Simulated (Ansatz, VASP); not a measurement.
**Two plane-wave programs on KTaO3**

The input INCAR:

```
ALGO = Normal ; EDIFF = 1E-6
ENCUT = 520 ; GGA = PS
ISIF = 2 ; ISMEAR = 0
LASPH = T ; LCHARG = T
LELF = T ; LREAL = F
LVHAR = T ; LWAVE = F
NBANDS = 27 ; NELM = 100
PREC = Accurate ; SIGMA = 0.05
```

The input KPOINTS:

```
k-points
0
Gamma
  8 8 8
```

File POSCAR:

```
KTaO3
1.0
    4.2842599479      0.0000000000      0.0000000000
    0.0000000000      3.9853580911      0.0000000000
    0.0000000000      0.0000000000      4.4237474811
K Ta O
1 1 3
Direct
    0.5000000000      0.5000000000      0.5000000000
    0.0000000000      0.0000000000      0.0000000000
    0.5000000000      0.0000000000      0.0000000000
    0.0000000000      0.5000000000      0.0000000000
    0.0000000000      0.0000000000      0.5000000000
```

Input for Ansatz:

```yaml
crystal:
  lattice:
    - [4.2842599479, 0.0, 0.0]
    - [0.0, 3.9853580911, 0.0]
    - [0.0, 0.0, 4.4237474811]
  atoms:
    - { symbol: K, position: [0.5, 0.5, 0.5] }
    - { symbol: Ta, position: [0.0, 0.0, 0.0] }
    - { symbol: O, position: [0.5, 0.0, 0.0] }
    - { symbol: O, position: [0.0, 0.5, 0.0] }
    - { symbol: O, position: [0.0, 0.0, 0.5] }
basis:
  ecutwfc: 520.0
kpoints:
  mp_grid: { grid: [8, 8, 8] }
hamiltonian:
  xc: pbesol
  pseudopotentials: { kind: paw }
scf:
  occupations: { method: gaussian, width: 0.05 }
output:
  forces: true
  stress: true
  eigenvalues: true
```

Change from the starting cell: normal strain along x +0.0750, normal strain along z +0.1100.

Alike in both runs: task single point; functional PBEsol; k mesh 8 × 8 × 8; occupations gaussian, width 0.05 eV; no spin polarisation.

|  | VASP | Ansatz |
| --- | --- | --- |
| version | VASP 6.6.1 | Ansatz 0.2.0 |
| potentials or method | VASP PAW PBE potentials, release 64 (K_sv, Ta_pv, O), cutoff 520 eV | scalar-relativistic, plane waves, PAW |
| valence electrons in the cell | 38 | 40 |

```csv
,VASP,Ansatz,Ansatz less VASP
gap on the k mesh at the Fermi level (eV),1.54,1.57,+0.033
least direct gap on the mesh (eV),2.03,2.07,+0.033
pressure (GPa),-21.6,-21.9,-0.30
"traceless stress, the component that is largest in VASP (GPa)",12.09,11.90,-0.185
```

VASP's potentials were made for PBE, not for PBEsol. With one functional, cell and mesh, what is left measures potentials, basis and numerics. VASP's potentials hold 38 valence electrons a cell and Ansatz's 40, so a difference there can come from the potentials and not from the codes.

Spin-orbit coupling is off throughout.
